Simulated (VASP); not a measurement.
# SnSe (I4/mcm) in VASP: single point with PBE

Aim: the single point of SnSe with PBE.

Everything below comes from runs of VASP 6.6.1. Logs are shortened: lines on timing, memory, paths and dates and some standing lists are left out, and cuts for length are marked.

### Step 1. The cell of the first run

Symmetry: I4/mcm, No. 140, tetragonal system. The conventional cell has a = 10.866 Å, b = 10.866 Å, c = 6.121 Å, α = 90.00°, β = 90.00°, γ = 90.00°. Within 3.9 Å of Sn (site symmetry m2m) lie 5 Se at 2.78 to 3.76 Å and 1 Sn at 3.81 Å. Within 3.8 Å of Se (site symmetry m2m) lie 5 Sn at 2.78 to 3.76 Å.

The cell was generated, and may not be a known phase.

### Step 2. Single point, PBE

File INCAR:

```
SYSTEM = SnSe
  ALGO = Normal
  EDIFF = 1E-7
  ENCUT = 520
  GGA = PE
  ISIF = 2
  ISMEAR = 0
  LASPH = .True.
  LCHARG = .False.
  LREAL = .False.
  LWAVE = .False.
  NBANDS = 50
  NELM = 100
  PREC = Accurate
  SIGMA = 0.1
```

File KPOINTS:

```
k-points
0
Gamma
  4 4 4
  0 0 0
```

File POSCAR:

```
SnSe
1.0
   -5.4328221000      5.4328221000      3.0606421000
    5.4328221000     -5.4328221000      3.0606421000
    5.4328221000      5.4328221000     -3.0606421000
Sn Se
4 4
Direct
    0.8760200000      0.3760200000      0.2520400000
    0.1239800000      0.6239800000      0.7479600000
    0.3760200000      0.1239800000      0.5000000000
    0.6239800000      0.8760200000      0.5000000000
    0.8686585000      0.6313415000      0.5000000000
    0.1313415000      0.3686585000      0.5000000000
    0.3686585000      0.8686585000      0.2373170000
    0.6313415000      0.1313415000      0.7626830000
```

Potentials or basis: VASP PAW PBE potentials, release 64 (Sn_d, Se).

On the command line:

```
> cat potpaw_PBE.64/Sn_d/POTCAR potpaw_PBE.64/Se/POTCAR > POTCAR
> mpirun -np 1 vasp_std > vasp.out
```

OUTCAR:

```text
SYSTEM = SnSe
   EDIFF = 1E-7
   ENCUT = 520
   GGA = PE
   ISIF = 2
   ISMEAR = 0
   LASPH = .True.
   LREAL = .False.
   NELM = 100
   PREC = Accurate

 ion  position               nearest neighbor table
   1  0.876  0.376  0.252-   5 2.78   6 2.78   7 3.06   7 3.06
   2  0.124  0.624  0.748-   5 2.78   6 2.78   8 3.06   8 3.06
   3  0.376  0.124  0.500-   7 2.78   8 2.78   5 3.06   5 3.06
   4  0.624  0.876  0.500-   7 2.78   8 2.78   6 3.06   6 3.06
   5  0.869  0.631  0.500-   1 2.78   2 2.78   3 3.06   3 3.06
   6  0.131  0.369  0.500-   1 2.78   2 2.78   4 3.06   4 3.06
   7  0.369  0.869  0.237-   3 2.78   4 2.78   1 3.06   1 3.06
   8  0.631  0.131  0.763-   3 2.78   4 2.78   2 3.06   2 3.06

  LATTYP: Found a body centered tetragonal cell.
 ALAT       =    10.8656442000
 C/A-ratio  =     0.5633613698

  Lattice vectors:

 A1 = (  -5.4328221000,   5.4328221000,   3.0606421000)
 A2 = (   5.4328221000,  -5.4328221000,   3.0606421000)
 A3 = (   5.4328221000,   5.4328221000,  -3.0606421000)

Analysis of symmetry for initial positions (statically):
=====================================================================
 Subroutine PRICEL returns:
 Original cell was already a primitive cell.

 Routine SETGRP: Setting up the symmetry group for a
 body centered tetragonal supercell.

 Subroutine GETGRP returns: Found 16 space group operations
 (whereof  8 operations were pure point group operations)
 out of a pool of 16 trial point group operations.

The static configuration has the point symmetry C_4h.
 The point group associated with its full space group is D_4h.

Analysis of symmetry for dynamics (positions and initial velocities):
=====================================================================
 Subroutine PRICEL returns:
 Original cell was already a primitive cell.

 Routine SETGRP: Setting up the symmetry group for a
 body centered tetragonal supercell.

 Subroutine GETGRP returns: Found 16 space group operations
 (whereof  8 operations were pure point group operations)
 out of a pool of 16 trial point group operations.

The dynamic configuration has the point symmetry C_4h.
 The point group associated with its full space group is D_4h.

 Subroutine INISYM returns: Found 16 space group operations
 (whereof  8 operations are pure point group operations),
 and found     1 'primitive' translations

----------------------------------------------------------------------------------------

[... 98 lines left out ...]
   ISIF   =      2    stress and relaxation
   ISYM   =      2    0-nonsym 1-usesym 2-fastsym
   POTIM  = 0.5000    time-step for ionic-motion
   TEBEG  =    0.0;   TEEND  =   0.0 temperature during run
   PSTRESS=    0.0 pullay stress
   NELECT =      80.0000    total number of electrons
   NUPDOWN=      -1.0000    fix difference up-down
   EMIN   =  10.00;   EMAX   =-10.00  energy-range for DOS
   EFERMI =   0.00;   METHOD = LEGACY
   ISMEAR =     0;   SIGMA  =   0.10  broadening in eV -4-tet -1-fermi 0-gaus
   EFERMI_NEDOS =   21; number of points for ismear=-14 and -15
   IALGO  =     38    algorithm
   IMIX   =      4    mixing-type and parameters
     AMIX     =   0.40;   BMIX     =  1.00
     AMIX_MAG =   1.60;   BMIX_MAG =  1.00
  volume/ion in A,a.u.               =      45.17       304.81
  Fermi-wavevector in a.u.,A,eV,Ry     =   0.990369  1.871526 13.345010  0.980831
  Thomas-Fermi vector in A             =   2.122034
   LORBIT       =      0    0 simple, 1 ext, 2 COOP (PROOUT), +10 PAW based schemes
   GGA     = PE    functional components
   LHFCALC =     F    Hartree Fock is set to
   AEXX    =    0.0000 exact exchange contribution
   IVDW    =     0    specifies the selected vdW correction
   LEPSILON=     F    determine dielectric tensor
   LRPA    =     F    only Hartree local field effects (RPA)
 non-spin polarized calculation
 Gauss-broadening in eV      SIGMA  =   0.10
  energy-cutoff  :      520.00
  volume of cell :      361.35
 maximum number of plane-waves:      9771
 NGX is ok and might be reduce to    64
   NGX = 31   NGY = 31   NGZ = 31

 number of electron      80.0000016 magnetization

 Free energy of the ion-electron system (eV)
  ---------------------------------------------------
  ext. energy  EPLUGINS =         0.00000000
  ---------------------------------------------------
  free energy    TOTEN  =       -32.18218836 eV

  energy without entropy =      -32.18218836  energy(sigma->0) =      -32.18218836

 E-fermi :   1.9399     XC(G=0):  -6.7740

 val. band max:        1.4324394040   @ k =   0.2500   0.2500   0.2500
 cond. band min:       2.5511330369   @ k =   0.2500   0.2500   0.2500
 fundamental gap:      1.1186936330
 Fermi energy:         1.9398911940

 k-point     1 :       0.0000    0.0000    0.0000
  band No.  band energies     occupation
      1     -19.8958      2.00000
      2     -19.8908      2.00000
      3     -19.8908      2.00000
      4     -19.8827      2.00000
      5     -19.8773      2.00000
      6     -19.8750      2.00000
[... 678 lines left out ...]
     49       5.5935      0.00000
     50       5.9983      0.00000

------------------------ aborting loop because EDIFF is reached ----------------------------------------

  FORCE on cell =-STRESS in cart. coord.  units (eV):
  Direction    XX          YY          ZZ          XY          YZ          ZX
  --------------------------------------------------------------------------------------
  -------------------------------------------------------------------------------------
  Total       -0.0423057     -0.0423057      0.3183818      0.0000000     -0.0000000      0.0000000
  in kB       -0.1875796     -0.1875796      1.4116770      0.0000000     -0.0000000      0.0000000
  external PRESSURE =       0.3455059 kB  Pullay stress =       0.0000000 kB

 VOLUME and BASIS-vectors are now :
 -----------------------------------------------------------------------------
  energy-cutoff  :      520.00
  volume of cell :      361.35
      direct lattice vectors                 reciprocal lattice vectors
    -5.432822100  5.432822100  3.060642100     0.000000000  0.092033199  0.163364413
     5.432822100 -5.432822100  3.060642100     0.092033199  0.000000000  0.163364413
     5.432822100  5.432822100 -3.060642100     0.092033199  0.092033199  0.000000000

 POSITION                                       TOTAL-FORCE (eV/Angst)
 -----------------------------------------------------------------------------------
     -1.34712      4.08570      3.06064        -0.007077     -0.007077      0.000000
      6.77994      1.34712      0.00000         0.007077      0.007077     -0.000000
      1.34712      4.08570      0.00000         0.007077     -0.007077      0.000000
      4.08570      1.34712      3.06064        -0.007077      0.007077      0.000000
      1.42711      4.00571      3.06064        -0.009172      0.009172      0.000000
      4.00571      1.42711      0.00000         0.009172     -0.009172     -0.000000
      4.00571     -1.42711      3.06064         0.009172      0.009172     -0.000000
      1.42711      6.85993     -0.00000        -0.009172     -0.009172      0.000000
 -----------------------------------------------------------------------------------
    total drift:                                0.000000      0.000000     -0.000000

  FREE ENERGIE OF THE ION-ELECTRON SYSTEM (eV)
  ---------------------------------------------------
  free  energy   TOTEN  =       -32.1821883630 eV

  energy  without entropy=      -32.1821883630  energy(sigma->0) =      -32.18218836
```

OSZICAR:

```text
N       E                     dE             d eps       ncg     rms          rms(c)
DAV:   1     0.799725460888E+03    0.79973E+03   -0.35966E+04  1356   0.171E+03
DAV:   2     0.101679016487E+03   -0.69805E+03   -0.67447E+03  1348   0.442E+02
DAV:   3    -0.238220493154E+02   -0.12550E+03   -0.12015E+03  1598   0.185E+02
DAV:   4    -0.329758311331E+02   -0.91538E+01   -0.89973E+01  1502   0.490E+01
DAV:   5    -0.333194012000E+02   -0.34357E+00   -0.34211E+00  1682   0.973E+00    0.641E+00
DAV:   6    -0.322334834503E+02    0.10859E+01   -0.19906E+00  1756   0.605E+00    0.405E+00
DAV:   7    -0.321927484830E+02    0.40735E-01   -0.70780E-01  1740   0.245E+00    0.174E+00
DAV:   8    -0.321818823165E+02    0.10866E-01   -0.64283E-02  1710   0.157E+00    0.424E-01
DAV:   9    -0.321781602858E+02    0.37220E-02   -0.16808E-02  1752   0.657E-01    0.210E-01
DAV:  10    -0.321806608342E+02   -0.25005E-02   -0.26502E-03  1440   0.232E-01    0.622E-02
DAV:  11    -0.321817558908E+02   -0.10951E-02   -0.15407E-03  1522   0.132E-01    0.488E-02
DAV:  12    -0.321822047073E+02   -0.44882E-03   -0.26640E-04  1482   0.690E-02    0.228E-02
DAV:  13    -0.321822055019E+02   -0.79465E-06   -0.81969E-05  1608   0.375E-02    0.808E-03
DAV:  14    -0.321821899394E+02    0.15563E-04   -0.14514E-05  1468   0.216E-02    0.306E-03
DAV:  15    -0.321821884996E+02    0.14398E-05   -0.10175E-06  1406   0.378E-03    0.109E-03
DAV:  16    -0.321821883730E+02    0.12654E-06   -0.17481E-07  1096   0.254E-03    0.237E-04
DAV:  17    -0.321821883630E+02    0.99953E-08   -0.17498E-08   988   0.814E-04
   1 F= -.32182188E+02 E0= -.32182188E+02  d E =-.270128E-13
```

stdout:

```text
POSCAR found type information on POSCAR SnSe
 POSCAR found :  2 types and       8 ions
 scaLAPACK will be used
 LDA part: xc-table for (Slater+PW92), standard interpolation
 POSCAR, INCAR and KPOINTS ok, starting setup
 FFT: planning ... GRIDC
 FFT: planning ... GRID_SOFT
 FFT: planning ... GRID
 WAVECAR not read
 entering main loop
```

It took 17 min on 1 thread of Intel Xeon 8259CL, shared host; peak memory 0.65 GiB.

What came out:

| Property | Result |
| --- | --- |
| Free energy | -32.1822 eV |
| Pressure | 0.0 GPa |
| Largest force | 0.013 eV/Å |
| Band gap on the k mesh | 1.12 eV |

Forces in eV/Å, atoms in the order of the input:
```
Sn  -0.007 -0.007  0.000
Sn   0.007  0.007  0.000
Sn   0.007 -0.007  0.000
Sn  -0.007  0.007  0.000
Se  -0.009  0.009  0.000
Se   0.009 -0.009  0.000
Se   0.009  0.009  0.000
Se  -0.009 -0.009  0.000
```

Caveat: spin-orbit coupling is left out, which moves the levels of the heavy elements.
